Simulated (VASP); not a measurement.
Wanted: the native input for a VASP 6.6.1 run.

- Task: single point
- Functional: HF
- Potentials or basis: VASP PAW PBE potentials, release 64 (P, B)
- Cutoff: 520 eV
- k mesh: 5 × 5 × 5
- Occupations: fermi-dirac, width 0.05 eV
- Spin: no spin polarisation
- Dipole correction: no
- Grid for exact exchange (PRECFOCK): Normal
- Further INCAR settings: ALGO = Normal; EDIFF = 1e-07; NBANDS = 11

The system is BP.

```xyz
2
Lattice="0.0000 2.2929 2.2929 2.2929 0.0000 2.2929 2.2929 2.2929 0.0000" Properties=species:S:1:pos:R:3 pbc="T T T"
P     3.4393    3.4393    3.4393
B     0.0000    0.0000    0.0000
```

The input as run:

POSCAR

```
BP
1.0
    0.0000000000      2.2928777642      2.2928777642
    2.2928777642      0.0000000000      2.2928777642
    2.2928777642      2.2928777642      0.0000000000
P B
1 1
Direct
    0.7500000000      0.7500000000      0.7500000000
    0.0000000000      0.0000000000      0.0000000000
```

INCAR.step1

```
  ALGO = Normal
  EDIFF = 1E-5
  ENCUT = 520
  GGA = PE
  ISIF = 2
  ISMEAR = -1
  LASPH = T
  LCHARG = F
  LREAL = F
  LWAVE = T
  NBANDS = 11
  NELM = 80
  PREC = Accurate
  SIGMA = 0.05
```

INCAR.step2

```
  AEXX = 1.0
  AGGAC = 0.0
  ALDAC = 0.0
  ALGO = Normal
  EDIFF = 1E-7
  ENCUT = 520
  GGA = PE
  ISIF = 2
  ISMEAR = -1
  ISTART = 1
  LASPH = T
  LCHARG = F
  LHFCALC = T
  LREAL = F
  LWAVE = F
  NBANDS = 11
  NELM = 80
  PREC = Accurate
  PRECFOCK = Normal
  SIGMA = 0.05
```

KPOINTS

```
k-points
0
Gamma
  5 5 5
```

Potentials or basis: VASP PAW PBE potentials, release 64 (P, B).

Run with:

```bash
$ cat potpaw_PBE.64/P/POTCAR potpaw_PBE.64/B/POTCAR > POTCAR
$ cp INCAR.step1 INCAR
$ mpirun -np 1 vasp_std > vasp.out
$ cp INCAR.step2 INCAR
$ mpirun -np 1 vasp_std > vasp.out
```

It gave:

| Item | Value |
| --- | --- |
| Pressure | -1.8 GPa |
| Band gap on the k mesh | 8.08 eV, indirect (least direct gap 10.88 eV) |

Caveat: the k points lie up to 0.47 Å⁻¹ apart; the PAW data sets were made with another functional, which shifts forces and pressure a little.

Run time: 2.1 min on 1 thread of Intel(R) Xeon(R) 6975P-C (Granite Rapids) (shared host), peak memory 0.14 GiB.
